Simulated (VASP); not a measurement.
# TaC (Fm-3m) in VASP: a series of runs, part 2 of 2

VASP 6.6.1. Earlier steps stand in the parts before.

### Step 3. Single point, LDA

This run uses another cell than the first one, of 11.21 Å³/atom, 1.020 times its volume.

INCAR reads:

```
SYSTEM = TaC
ALGO = Normal
EDIFF = 1E-6
ENCUT = 600
GGA = CA
GGA_COMPAT = .False.
ISIF = 2
ISMEAR = 1
LASPH = .True.
LCHARG = .False.
LREAL = .False.
LWAVE = .False.
NBANDS = 14
NELM = 120
PREC = Accurate
SIGMA = 0.15
```

KPOINTS reads:

```
k-points
0
Gamma
  11 11 11
  0 0 0
```

POSCAR reads:

```
TaC
1.0
    0.0000000000      2.2377222834      2.2377222834
    2.2377222834      0.0000000000      2.2377222834
    2.2377222834      2.2377222834      0.0000000000
Ta C
1 1
Direct
    0.0000000000      0.0000000000      0.0000000000
    0.5000000000      0.5000000000      0.5000000000
```

Potentials or basis: VASP PAW LDA potentials, release 64 (Ta_pv, C).

Run with:

```console
$ cat potpaw_LDA.64/Ta_pv/POTCAR potpaw_LDA.64/C/POTCAR > POTCAR
$ mpirun -np 1 vasp_std > vasp.out
```

It took 13 s on 1 thread of Intel Xeon Platinum 8559C (Emerald Rapids), shared host; peak memory 0.16 GiB.

It converged, with:

```
Free energy : -24.2589 eV
Pressure    : -12.2 GPa
```

Levels at points of the mesh, in eV from the Fermi level:
| k point | band 4 | band 5 | band 6 | band 7 | band 8 | band 9 | band 10 | band 11 | band 12 | band 13 |
| --- | --- | --- | --- | --- | --- | --- | --- | --- | --- | --- |
| (0.00, 0.00, 0.00) | -14.64 | -1.45 | -1.45 | -1.45 | -0.53 | -0.53 | -0.53 | 0.50 | 0.50 | 6.48 |

Caveat: spin-orbit coupling is left out, which moves the levels of the heavy elements.

### Step 4. Single point, LDA

This run uses another cell than the first one, of 11.42 Å³/atom, 1.040 times its volume.

INCAR reads:

```
PREC = Accurate
ENCUT = 600
EDIFF = 1E-6
ISMEAR = 1
SIGMA = 0.15
LREAL = False
LASPH = True
NELM = 120
ALGO = Normal
ISIF = 2
LWAVE = False
LCHARG = False
GGA = CA
NBANDS = 14
GGA_COMPAT = False
```

KPOINTS reads:

```
Automatic mesh
0
Gamma
  11 11 11
```

POSCAR reads:

```
TaC
1.0
    0.0000000000      2.2522533547      2.2522533547
    2.2522533547      0.0000000000      2.2522533547
    2.2522533547      2.2522533547      0.0000000000
Ta C
1 1
Direct
    0.0000000000      0.0000000000      0.0000000000
    0.5000000000      0.5000000000      0.5000000000
```

Run with:

```console
$ cat potpaw_LDA.64/Ta_pv/POTCAR potpaw_LDA.64/C/POTCAR > POTCAR
$ mpirun -np 1 vasp_std > vasp.out
```

Wall time 18 s (1 thread of Intel Xeon Platinum 8559C (Emerald Rapids), shared host); peak memory 0.16 GiB.

The run converged. Its results:

- Free energy: -24.2179 eV
- Pressure: -17.9 GPa

Levels at points of the mesh, in eV from the Fermi level:
```
           k point  band 6  band 7  band 8  band 9  band 10  band 11
(0.00, 0.00, 0.00)   -1.41   -1.41   -0.52   -0.52    -0.52     0.49
```

Caveat: spin-orbit coupling is left out, which moves the levels of the heavy elements.

### Step 5. Single point, LDA

This run uses another cell than the first one, of 11.64 Å³/atom, 1.060 times its volume.

INCAR reads:

```
  PREC = Accurate
  ENCUT = 600
  EDIFF = 1E-6
  ISMEAR = 1
  SIGMA = 0.15
  LREAL = False
  LASPH = True
  NELM = 120
  ALGO = Normal
  ISIF = 2
  LWAVE = False
  LCHARG = False
  NBANDS = 14
  GGA_COMPAT = False
```

KPOINTS is that of step 4.

POSCAR reads:

```
TaC
1.0
    0.0000000000      2.2665993042      2.2665993042
    2.2665993042      0.0000000000      2.2665993042
    2.2665993042      2.2665993042      0.0000000000
Ta C
1 1
Direct
    0.0000000000      0.0000000000      0.0000000000
    0.5000000000      0.5000000000      0.5000000000
```

Potentials or basis: VASP PAW LDA potentials, release 64 (Ta_pv, C).

Run with:

```console
$ cat potpaw_LDA.64/Ta_pv/POTCAR potpaw_LDA.64/C/POTCAR > POTCAR
$ mpirun -np 1 vasp_std > vasp.out
```

OUTCAR:

```text
PREC = Accurate
   ENCUT = 600
   EDIFF = 1E-6
   ISMEAR = 1
   LREAL = False
   LASPH = True
   NELM = 120
   ISIF = 2

 ion  position               nearest neighbor table
   1  0.000  0.000  0.000-   2 2.27   2 2.27   2 2.27   2 2.27   2 2.27   2 2.27
   2  0.500  0.500  0.500-   1 2.27   1 2.27   1 2.27   1 2.27   1 2.27   1 2.27

  LATTYP: Found a face centered cubic cell.
 ALAT       =     4.5331986084

  Lattice vectors:

 A1 = (   0.0000000000,   2.2665993042,   2.2665993042)
 A2 = (   2.2665993042,   0.0000000000,   2.2665993042)
 A3 = (   2.2665993042,   2.2665993042,   0.0000000000)

Analysis of symmetry for initial positions (statically):
=====================================================================
 Subroutine PRICEL returns:
 Original cell was already a primitive cell.

 Routine SETGRP: Setting up the symmetry group for a
 face centered cubic supercell.

 Subroutine GETGRP returns: Found 48 space group operations
 (whereof 48 operations were pure point group operations)
 out of a pool of 48 trial point group operations.

The static configuration has the point symmetry O_h .

Analysis of symmetry for dynamics (positions and initial velocities):
[... 167 lines left out ...]
 k-point     1 :       0.0000    0.0000    0.0000
  band No.  band energies     occupation
      1     -27.2317      2.00000
      2     -27.2317      2.00000
      3     -27.2317      2.00000
      4      -6.4947      2.00000
      5       6.4922      2.00000
      6       6.4922      2.00000
      7       6.4922      2.00000
      8       7.3628      2.00002
      9       7.3628      2.00002
     10       7.3628      2.00002
     11       8.3342     -0.00009
     12       8.3342     -0.00009
     13      13.9034      0.00000
     14      17.8366      0.00000
[... 377 lines left out ...]
      1     -27.5622      2.00000
      2     -27.3658      2.00000
      3     -27.2602      2.00000
      4      -4.5079      2.00000
      5       2.1589      2.00000
      6       3.3987      2.00000
      7       3.7387      2.00000
      8       7.7630      1.90166
      9       9.7558     -0.00000
     10       9.7634     -0.00000
     11      11.2201      0.00000
     12      15.3555      0.00000
     13      16.3721      0.00000
     14      19.6243      0.00000

 [... further k-points ...]
[... 5 lines left out ...]
  --------------------------------------------------------------------------------------
  -------------------------------------------------------------------------------------
  Total       -3.3461843     -3.3461843     -3.3461843      0.0000000      0.0000000      0.0000000
  in kB     -230.2004593   -230.2004593   -230.2004593      0.0000000      0.0000000      0.0000000
  external PRESSURE =    -230.2004593 kB  Pullay stress =       0.0000000 kB

 VOLUME and BASIS-vectors are now :
 -----------------------------------------------------------------------------
  energy-cutoff  :      600.00
  volume of cell :       23.29
      direct lattice vectors                 reciprocal lattice vectors
     0.000000000  2.266599304  2.266599304    -0.220594791  0.220594791  0.220594791
     2.266599304  0.000000000  2.266599304     0.220594791 -0.220594791  0.220594791
     2.266599304  2.266599304  0.000000000     0.220594791  0.220594791 -0.220594791

 POSITION                                       TOTAL-FORCE (eV/Angst)
 -----------------------------------------------------------------------------------
      0.00000      0.00000      0.00000         0.000000      0.000000      0.000000
      2.26660      2.26660      2.26660        -0.000000     -0.000000     -0.000000
 -----------------------------------------------------------------------------------
    total drift:                                0.000000      0.000000      0.000000

  FREE ENERGIE OF THE ION-ELECTRON SYSTEM (eV)
  ---------------------------------------------------
  free  energy   TOTEN  =       -24.1621907329 eV

  energy  without entropy=      -24.1617379630  energy(sigma->0) =      -24.16203981
```

stdout:

```text
POSCAR found type information on POSCAR TaC
 POSCAR found :  2 types and       2 ions
 scaLAPACK will be used
 LDA part: xc-table for (Slater(with rela. corr.)+CA(PZ))
 , standard interpolation
 POSCAR, INCAR and KPOINTS ok, starting setup
 FFT: planning ... GRIDC
 FFT: planning ... GRID_SOFT
 FFT: planning ... GRID
 WAVECAR not read
 entering main loop
```

It took 19 s on 1 thread of Intel Xeon Platinum 8559C (Emerald Rapids), shared host; peak memory 0.16 GiB.

Results:

```yaml
Free_energy: -24.1622 eV
Pressure: -23.0 GPa
```

Caveat: spin-orbit coupling is left out, which moves the levels of the heavy elements.

### Step 6. Summary

```tsv
cell	gap on the mesh (eV)	pressure (GPa)
a = 3.144 Å, angles 60.0°, 2 atoms	none	-5.9
a = 3.165 Å, angles 60.0°, 2 atoms	none	-12.2
a = 3.185 Å, angles 60.0°, 2 atoms	none	-17.9
a = 3.205 Å, angles 60.0°, 2 atoms	none	-23.0
```

Alike in all rows: task single point; level LDA; potentials or basis VASP PAW LDA potentials, release 64 (Ta_pv, C); no spin polarisation; k mesh 11 × 11 × 11; cutoff (eV) 600; smearing methfessel-paxton 0.15 eV.

Caveats: spin-orbit coupling is left out, which moves the levels of the heavy elements.

Total energies depend on the potentials used, so only differences within one code and one set of settings carry meaning.
